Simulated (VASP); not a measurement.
A run of VASP 6.6.1:

File INCAR:

```
SYSTEM = Ge
ALGO = Normal
EDIFF = 1E-6
ENCUT = 520
GGA = PE
ISIF = 2
ISMEAR = 0
LASPH = .TRUE.
LCHARG = .FALSE.
LREAL = .FALSE.
LWAVE = .FALSE.
NBANDS = 36
NELM = 100
PREC = Accurate
SIGMA = 0.028999999999999998
```

KPOINTS

```
k-points
0
G
  8 8 4
  0 0 0
```

Contents of POSCAR:

```
Ge
1.0
    3.9975858431      0.0000000000      0.0000000000
   -1.9987929216      3.4620108940      0.0000000000
    0.0000000000      0.0000000000      6.5993779500
Ge
4
Direct
    0.3333333333      0.6666666667      0.9370987500
    0.6666666667      0.3333333333      0.4370987500
    0.3333333333      0.6666666667      0.5629012500
    0.6666666667      0.3333333333      0.0629012500
```

Potentials or basis: VASP PAW PBE potentials, release 64 (Ge_d).

Run with:

```bash
$ cat potpaw_PBE.64/Ge_d/POTCAR > POTCAR
$ mpirun -np 1 vasp_std > vasp.out
```

Hardware: 1 thread of Intel(R) Xeon(R) Platinum 8559C (Emerald Rapids) (shared host).

Question: How long does it take, and how much memory?

Answer: Wall time 52 s on 1 thread of Intel(R) Xeon(R) Platinum 8559C (Emerald Rapids), with other jobs on the host, peak memory 0.23 GiB. Counts: scf iterations 12, k points 30.
